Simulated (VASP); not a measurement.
Write the native input for VASP 6.6.1 that does the following.

```yaml
Task: single point
Functional: PBE-based screened hybrid
Potentials_or_basis: VASP PAW PBE potentials, release 64 (Rb_sv, Br)
Cutoff: 520 eV
k_mesh: 4 × 4 × 4
Occupations: gaussian, width 0.01 eV
Spin: no spin polarisation
Dipole_correction: no
Grid_for_exact_exchange_PRECFOCK: Normal
Share_of_exact_exchange: 0.05
Further_INCAR_settings: ALGO = Normal; EDIFF = 1e-06; NBANDS = 15
Screening_parameter: 0.1 1/Å
```

RbBr:

```
CELL_PARAMETERS angstrom
0.00000 3.46083 3.46083
3.46083 0.00000 3.46083
3.46083 3.46083 0.00000
ATOMIC_POSITIONS crystal
Rb 0.00000 0.00000 0.00000
Br 0.50000 0.50000 0.50000
```

The input as run:

POSCAR

```
RbBr
1.0
    0.0000000000      3.4608260448      3.4608260448
    3.4608260448      0.0000000000      3.4608260448
    3.4608260448      3.4608260448      0.0000000000
Rb Br
1 1
Direct
    0.0000000000      0.0000000000      0.0000000000
    0.5000000000      0.5000000000      0.5000000000
```

INCAR.step1

```
SYSTEM = RbBr
  PREC = Accurate
  ENCUT = 520
  EDIFF = 1E-5
  ISMEAR = 0
  SIGMA = 0.01
  LREAL = .False.
  LASPH = .True.
  NELM = 80
  ALGO = Normal
  ISIF = 2
  LWAVE = .True.
  GGA = PE
  NBANDS = 15
```

INCAR.step2

```
SYSTEM = RbBr
  PREC = Accurate
  ENCUT = 520
  EDIFF = 1E-6
  ISMEAR = 0
  SIGMA = 0.01
  LREAL = .False.
  LASPH = .True.
  NELM = 80
  ALGO = Normal
  ISIF = 2
  LWAVE = .False.
  LCHARG = .True.
  GGA = PE
  LHFCALC = .True.
  AEXX = 0.05
  HFSCREEN = 0.1
  PRECFOCK = Normal
  LELF = .True.
  LVHAR = .True.
  ISTART = 1
  NBANDS = 15
```

KPOINTS

```
Automatic mesh
0
Gamma
  4 4 4
  0 0 0
```

Potentials or basis: VASP PAW PBE potentials, release 64 (Rb_sv, Br).

Run with:

```bash
$ cat potpaw_PBE.64/Rb_sv/POTCAR potpaw_PBE.64/Br/POTCAR > POTCAR
$ cp INCAR.step1 INCAR
$ mpirun -np 1 vasp_std > vasp.out
$ cp INCAR.step2 INCAR
$ mpirun -np 1 vasp_std > vasp.out
```

Results of the run:

| Property | Result |
| --- | --- |
| Pressure | 0.5 GPa |
| Band gap on the k mesh | 4.58 eV, direct |

Caveat: the PAW data sets were made with another functional, which shifts forces and pressure a little.

Run time: 2.2 min on 1 thread of Intel(R) Xeon(R) 6975P-C (Granite Rapids), with other jobs on the host, peak memory 0.32 GiB.
